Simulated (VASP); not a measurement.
A run of VASP 6.6.1 is set up as follows.

The input INCAR:

```
PREC = Accurate ; ENCUT = 520
EDIFF = 1E-6 ; ISMEAR = 0
SIGMA = 0.01 ; LREAL = Auto
LASPH = True ; NELM = 60
ALGO = Normal ; ISIF = 2
LWAVE = False ; LCHARG = True
GGA = PE ; LELF = True
LVHAR = True ; NELECT = 296.0
NBANDS = 169
```

Contents of KPOINTS:

```
Automatic mesh
0
Gamma
  2 2 2
  0.5 0.5 0.5
```

Contents of POSCAR:

```
Zn16Se17
1.0
   -5.7317611754      5.7317611754     -5.7317611754
    5.7317611754     -5.7317611754     -5.7317611754
   -5.7317611754     -5.7317611754      5.7317611754
Zn Se
16 17
Direct
    0.4946762265      0.2400461167      0.2400461167
    0.2400461167      0.2400461167      0.4946762265
    0.0046301098      0.2599538833      0.7500000000
    0.7500000000      0.0046301098      0.2599538833
    0.7500000000      0.2599538833      0.0046301098
    0.4953698902      0.0053237735      0.4953698902
    0.2599538833      0.0046301098      0.7500000000
    0.0046301098      0.7500000000      0.2599538833
    0.9935017265      0.9935017265      0.9935017265
    0.7500000000      0.7500000000      0.5064982735
    0.5064982735      0.7500000000      0.7500000000
    0.2400461167      0.4946762265      0.2400461167
    0.2599538833      0.7500000000      0.0046301098
    0.0053237735      0.4953698902      0.4953698902
    0.7500000000      0.5064982735      0.7500000000
    0.4953698902      0.4953698902      0.0053237735
    0.5000000000      0.0000000000      0.2500000000
    0.2500000000      0.0000000000      0.5000000000
    0.0266946296      0.0266946296      0.7500000000
    0.7500000000      0.7500000000      0.2533690075
    0.7500000000      0.0266946296      0.0266946296
    0.4733053704      0.7500000000      0.4733053704
    0.2533690075      0.7500000000      0.7500000000
    0.0000000000      0.5000000000      0.2500000000
    0.0266946296      0.7500000000      0.0266946296
    0.7500000000      0.4733053704      0.4733053704
    0.4733053704      0.4733053704      0.7500000000
    0.2466309925      0.2466309925      0.2466309925
    0.2500000000      0.5000000000      0.0000000000
    0.0000000000      0.2500000000      0.5000000000
    0.7500000000      0.2533690075      0.7500000000
    0.5000000000      0.2500000000      0.0000000000
    0.7500000000      0.7500000000      0.7500000000
```

Potentials or basis: VASP PAW PBE potentials, release 64 (Zn, Se).

Run with:

```console
$ cat potpaw_PBE.64/Zn/POTCAR potpaw_PBE.64/Se/POTCAR > POTCAR
$ mpirun -np 1 vasp_std > vasp.out
```

What does it give for the largest force?

0.021 eV/Å.

Forces in eV/Å, atoms in the order of the input:
```
Zn   0.001 -0.010  0.001
Zn   0.001  0.001 -0.010
Zn   0.001 -0.001  0.010
Zn  -0.001  0.010  0.001
Zn   0.001  0.010 -0.001
Zn  -0.010 -0.001 -0.001
Zn  -0.001  0.001  0.010
Zn   0.010 -0.001  0.001
Zn   0.010  0.010  0.010
Zn  -0.010 -0.010  0.010
Zn  -0.010  0.010 -0.010
Zn  -0.010  0.001  0.001
Zn   0.010  0.001 -0.001
Zn  -0.001 -0.010 -0.001
Zn   0.010 -0.010 -0.010
Zn  -0.001 -0.001 -0.010
Se   0.000  0.000  0.000
Se   0.000  0.000  0.000
Se   0.000  0.000 -0.005
Se   0.012  0.012 -0.012
Se   0.000 -0.005  0.000
Se   0.005  0.000  0.000
Se   0.012 -0.012  0.012
Se   0.000  0.000  0.000
Se  -0.005  0.000  0.000
Se   0.000  0.005  0.000
Se   0.000  0.000  0.005
Se  -0.012 -0.012 -0.012
Se   0.000  0.000  0.000
Se   0.000  0.000  0.000
Se  -0.012  0.012  0.012
Se   0.000  0.000  0.000
Se   0.000  0.000  0.000
```

Caveat: the cell carries a net charge on a neutralising background, which shifts energy and pressure; the cell differs from its parent crystal (with an interstitial atom, then relaxed in part).
